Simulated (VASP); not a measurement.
# Ge (Fd-3m) in VASP: further runs, part 2 of 2

VASP 6.6.1. The steps go on from the part before.

## Step 3: Electric field gradients, PBEsol (21.73 Å³/atom)

This run uses another cell than the first one, of 21.73 Å³/atom.

INCAR reads:

```
ALGO = Normal ; EDIFF = 1E-8
ENCUT = 520 ; GGA = PS
ISIF = 2 ; ISMEAR = -1
LASPH = T ; LCHARG = F
LEFG = T ; LREAL = F
LWAVE = F ; NBANDS = 21
NELM = 60 ; PREC = Accurate
SIGMA = 0.05
```

KPOINTS reads:

```
k-points
0
Gamma
  11 11 11
```

POSCAR reads:

```
Ge
1.0
    0.0000000000      2.7905386918      2.7905386918
    2.7905386918      0.0000000000      2.7905386918
    2.7905386918      2.7905386918      0.0000000000
Ge
2
Direct
    0.5000000000      0.5000000000      0.5000000000
    0.7500000000      0.7500000000      0.7500000000
```

Potentials or basis: VASP PAW PBE potentials, release 64 (Ge_d).

Started as:

```sh
cat potpaw_PBE.64/Ge_d/POTCAR > POTCAR
mpirun -np 1 vasp_std > vasp.out
```

OUTCAR:

```text
EDIFF = 1E-8
   ENCUT = 520
   GGA = PS
   ISIF = 2
   ISMEAR = -1
   LASPH = T
   LREAL = F
   NELM = 60
   PREC = Accurate

 ion  position               nearest neighbor table
   1  0.500  0.500  0.500-   2 2.42   2 2.42   2 2.42   2 2.42
   2  0.750  0.750  0.750-   1 2.42   1 2.42   1 2.42   1 2.42

  LATTYP: Found a face centered cubic cell.
 ALAT       =     5.5810773836

  Lattice vectors:

 A1 = (   0.0000000000,   2.7905386918,   2.7905386918)
 A2 = (   2.7905386918,   0.0000000000,   2.7905386918)
 A3 = (   2.7905386918,   2.7905386918,   0.0000000000)

Analysis of symmetry for initial positions (statically):
=====================================================================
 Subroutine PRICEL returns:
 Original cell was already a primitive cell.

 Routine SETGRP: Setting up the symmetry group for a
 face centered cubic supercell.

 Subroutine GETGRP returns: Found 48 space group operations
 (whereof 24 operations were pure point group operations)
 out of a pool of 48 trial point group operations.

The static configuration has the point symmetry T_d .
 The point group associated with its full space group is O_h .

Analysis of symmetry for dynamics (positions and initial velocities):
=====================================================================
 Subroutine PRICEL returns:
 Original cell was already a primitive cell.

 Routine SETGRP: Setting up the symmetry group for a
 face centered cubic supercell.

 Subroutine GETGRP returns: Found 48 space group operations
 (whereof 24 operations were pure point group operations)
 out of a pool of 48 trial point group operations.

The dynamic configuration has the point symmetry T_d .
 The point group associated with its full space group is O_h .

 Subroutine INISYM returns: Found 48 space group operations
 (whereof 24 operations are pure point group operations),
 and found     1 'primitive' translations

----------------------------------------------------------------------------------------

                                     Primitive cell

  volume of cell :      43.4604

  direct lattice vectors                    reciprocal lattice vectors
     0.000000000  2.790538692  2.790538692    -0.179176874  0.179176874  0.179176874
     2.790538692  0.000000000  2.790538692     0.179176874 -0.179176874  0.179176874
     2.790538692  2.790538692  0.000000000     0.179176874  0.179176874 -0.179176874

  length of vectors
     3.946417664  3.946417664  3.946417664     0.310343450  0.310343450  0.310343450

  position of ions in fractional coordinates (direct lattice)
     0.500000000  0.500000000  0.500000000
     0.750000000  0.750000000  0.750000000

  ion indices of the primitive-cell ions
   primitive index   ion index
                 1           1
                 2           2

----------------------------------------------------------------------------------------

 KPOINTS: k-points

Automatic generation of k-mesh.
 Grid dimensions read from file:
 generate k-points for:   11   11   11
[... 70 lines left out ...]
   ISIF   =      2    stress and relaxation
   ISYM   =      2    0-nonsym 1-usesym 2-fastsym
   POTIM  = 0.5000    time-step for ionic-motion
   TEBEG  =    0.0;   TEEND  =   0.0 temperature during run
   PSTRESS=    0.0 pullay stress
   NELECT =      28.0000    total number of electrons
   NUPDOWN=      -1.0000    fix difference up-down
   EMIN   =  10.00;   EMAX   =-10.00  energy-range for DOS
   EFERMI =   0.00;   METHOD = LEGACY
   ISMEAR =    -1;   SIGMA  =   0.05  broadening in eV -4-tet -1-fermi 0-gaus
   EFERMI_NEDOS =   21; number of points for ismear=-14 and -15
   IALGO  =     38    algorithm
   IMIX   =      4    mixing-type and parameters
     AMIX     =   0.40;   BMIX     =  1.00
     AMIX_MAG =   1.60;   BMIX_MAG =  1.00
  volume/ion in A,a.u.               =      21.73       146.64
  Fermi-wavevector in a.u.,A,eV,Ry     =   1.413935  2.671950 27.200935  1.999212
  Thomas-Fermi vector in A             =   2.535529
   LORBIT       =      0    0 simple, 1 ext, 2 COOP (PROOUT), +10 PAW based schemes
   GGA     = PS    functional components
   LHFCALC =     F    Hartree Fock is set to
   AEXX    =    0.0000 exact exchange contribution
   IVDW    =     0    specifies the selected vdW correction
   LEPSILON=     F    determine dielectric tensor
   LRPA    =     F    only Hartree local field effects (RPA)
 non-spin polarized calculation
  energy-cutoff  :      520.00
  volume of cell :       43.46
 maximum number of plane-waves:      1211
 NGX is ok and might be reduce to    30
   NGX = 15   NGY = 15   NGZ = 15

 number of electron      28.0000021 magnetization

 Free energy of the ion-electron system (eV)
  ---------------------------------------------------
  ext. energy  EPLUGINS =         0.00000000
  ---------------------------------------------------
  free energy    TOTEN  =        -9.84812361 eV

  energy without entropy =       -9.84790210  energy(sigma->0) =       -9.84801286

 E-fermi :   5.3783     XC(G=0): -10.3245

 val. band max:        5.2689620390   @ k =   0.0000   0.0000   0.0000
 cond. band min:       5.5376613038   @ k =   0.4545   0.0000   0.0000
 fundamental gap:      0.2686992648
 Fermi energy:         5.3783338291

 k-point     1 :       0.0000    0.0000    0.0000
  band No.  band energies     occupation
      1     -19.5568      2.00000
      2     -19.5568      2.00000
      3     -19.5568      2.00000
      4     -19.5169      2.00000
      5     -19.5169      2.00000
      6     -19.2814      2.00000
[... 565 lines left out ...]
     20      14.9603      0.00000
     21      15.2647      0.00000

 [... further k-points ...]

------------------------ aborting loop because EDIFF is reached ----------------------------------------

  FORCE on cell =-STRESS in cart. coord.  units (eV):
  Direction    XX          YY          ZZ          XY          YZ          ZX
  --------------------------------------------------------------------------------------
  -------------------------------------------------------------------------------------
  Total        1.0129147      1.0129147      1.0129147      0.0000000      0.0000000      0.0000000
  in kB       37.3412914     37.3412914     37.3412914      0.0000000      0.0000000      0.0000000
  external PRESSURE =      37.3412914 kB  Pullay stress =       0.0000000 kB

 VOLUME and BASIS-vectors are now :
 -----------------------------------------------------------------------------
  energy-cutoff  :      520.00
  volume of cell :       43.46
      direct lattice vectors                 reciprocal lattice vectors
     0.000000000  2.790538692  2.790538692    -0.179176874  0.179176874  0.179176874
     2.790538692  0.000000000  2.790538692     0.179176874 -0.179176874  0.179176874
     2.790538692  2.790538692  0.000000000     0.179176874  0.179176874 -0.179176874

 POSITION                                       TOTAL-FORCE (eV/Angst)
 -----------------------------------------------------------------------------------
      2.79054      2.79054      2.79054        -0.000000     -0.000000     -0.000000
      4.18581      4.18581      4.18581         0.000000      0.000000      0.000000
 -----------------------------------------------------------------------------------
    total drift:                                0.000000     -0.000000     -0.000000

  FREE ENERGIE OF THE ION-ELECTRON SYSTEM (eV)
  ---------------------------------------------------
  free  energy   TOTEN  =        -9.8481236120 eV

  energy  without entropy=       -9.8479021012  energy(sigma->0) =       -9.84801286

 Electric field gradients (V/A^2)
---------------------------------------------------------------------
 ion       V_xx      V_yy      V_zz      V_xy      V_xz      V_yz
---------------------------------------------------------------------
   1      -0.000    -0.000     0.000     0.001     0.001     0.001
   2      -0.000    -0.000     0.000     0.001     0.001     0.001
---------------------------------------------------------------------

 Electric field gradients after diagonalization (V/A^2)
 (convention: |V_zz| > |V_xx| > |V_yy|)
----------------------------------------------------------------------
 ion       V_xx      V_yy      V_zz     asymmetry (V_yy - V_xx)/ V_zz
----------------------------------------------------------------------
   1      -0.001    -0.001     0.003       0.000
   2      -0.001    -0.001     0.003       0.000
----------------------------------------------------------------------

           NMR quadrupolar parameters

 Cq : quadrupolar parameter    Cq=e*Q*V_zz/h
 eta: asymmetry parameters     (V_yy - V_xx)/ V_zz
 Q  : nuclear electric quadrupole moment in mb (millibarn)
----------------------------------------------------------------------
 ion       Cq(MHz)       eta       Q (mb)
----------------------------------------------------------------------
   1       0.000       0.000       1.000
   2       0.000       0.000       1.000
----------------------------------------------------------------------
```

OSZICAR:

```text
N       E                     dE             d eps       ncg     rms          rms(c)
DAV:   1     0.189965530510E+03    0.18997E+03   -0.14620E+04  2664   0.369E+03
DAV:   2     0.174918417161E+02   -0.17247E+03   -0.16694E+03  2357   0.620E+02
DAV:   3    -0.910502495015E+01   -0.26597E+02   -0.26442E+02  2642   0.142E+02
DAV:   4    -0.100045746031E+02   -0.89955E+00   -0.89906E+00  2697   0.308E+01
DAV:   5    -0.100193550649E+02   -0.14780E-01   -0.14780E-01  2617   0.435E+00    0.345E+00
DAV:   6    -0.990234871177E+01    0.11701E+00   -0.39167E-02  3146   0.224E+00    0.196E+00
DAV:   7    -0.984692654263E+01    0.55422E-01   -0.65668E-02  2541   0.246E+00    0.161E-01
DAV:   8    -0.984802275059E+01   -0.10962E-02   -0.72284E-03  2734   0.115E+00    0.511E-02
DAV:   9    -0.984811074580E+01   -0.87995E-04   -0.22039E-04  2761   0.210E-01    0.111E-02
DAV:  10    -0.984812298256E+01   -0.12237E-04   -0.17758E-05  3049   0.367E-02    0.551E-03
DAV:  11    -0.984812408423E+01   -0.11017E-05   -0.46631E-06  3235   0.350E-02    0.143E-03
DAV:  12    -0.984812365624E+01    0.42798E-06   -0.83512E-07  3185   0.181E-02    0.289E-04
DAV:  13    -0.984812363629E+01    0.19952E-07   -0.17234E-08  2156   0.134E-03    0.143E-04
DAV:  14    -0.984812361024E+01    0.26055E-07   -0.61987E-09  1571   0.153E-03    0.320E-05
DAV:  15    -0.984812361197E+01   -0.17317E-08   -0.89175E-10  1371   0.422E-04
   1 F= -.98481236E+01 E0= -.98480129E+01  d E =-.221511E-03
```

Wall time 68 s (1 thread of Intel Xeon 8259CL, shared host); peak memory 0.19 GiB.

Results:

* Free energy: -9.8481 eV
* Pressure: 3.7 GPa
* Band gap on the k mesh: 0.27 eV (least direct gap 0.37 eV)
* Largest electric field gradient by atom: zero within the noise of the run

Levels at points of the mesh, in eV from the valence-band top:
```tsv
k point	band 11	band 12	band 13	band 14	band 15	band 16	band 17	band 18
(0.00, 0.00, 0.00)	-13.12	0.00	0.00	0.00	0.37	2.55	2.55	2.55
```

Caveat: the cell stands under pressure; the PAW data sets were made with another functional, which shifts forces and pressure a little; an odd mesh through Γ misses points on the zone boundary, where band edges can lie.
